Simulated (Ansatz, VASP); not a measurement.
**Two plane-wave programs on HC4**

```
C H
1.0
     2.52225    0.00000    0.00000
     1.26112    2.18433    0.00000
     0.00000    0.00000   19.91508
C H
8 2
Direct
  0.00000 0.00000 0.33420
  0.33333 0.33333 0.35847
  0.33333 0.33333 0.43586
  0.66667 0.66667 0.46144
  0.66667 0.66667 0.53856
  0.00000 0.00000 0.56414
  0.00000 0.00000 0.64153
  0.33333 0.33333 0.66580
  0.33333 0.33333 0.72109
  0.00000 0.00000 0.27891
```

Alike in both runs: functional HSE06; k mesh 6 × 6 × 1; no spin polarisation.

Ansatz relaxed the structure, and its values are those at the end. VASP's run is a single point on that final structure, the one shown.

|  | VASP | Ansatz |
| --- | --- | --- |
| version | VASP 6.6.1 | Ansatz 0.2.0 |
| potentials or method | VASP PAW PBE potentials, release 64 (C, H) | scalar-relativistic, plane waves, PAW |
| plane-wave cutoff (eV) | 520 | 420 |
| occupations | gaussian, width 0.01 eV | fixed |
| valence electrons in the cell | 34 | 34 |

|  | VASP | Ansatz | Ansatz less VASP |
| --- | --- | --- | --- |
| gap on the k mesh at the Fermi level (eV) | 3.45 | 3.57 | +0.119 |
| least direct gap on the mesh (eV) | 3.45 | 3.57 | +0.119 |
| rms of the force components (eV/Å) | 0.009 | 0.001 | -0.0084 |

Ansatz's warnings: structure snapped to symmetry, xc potential rough in thin density.

The k mesh is coarse, so the values compare programs but aren't converged.
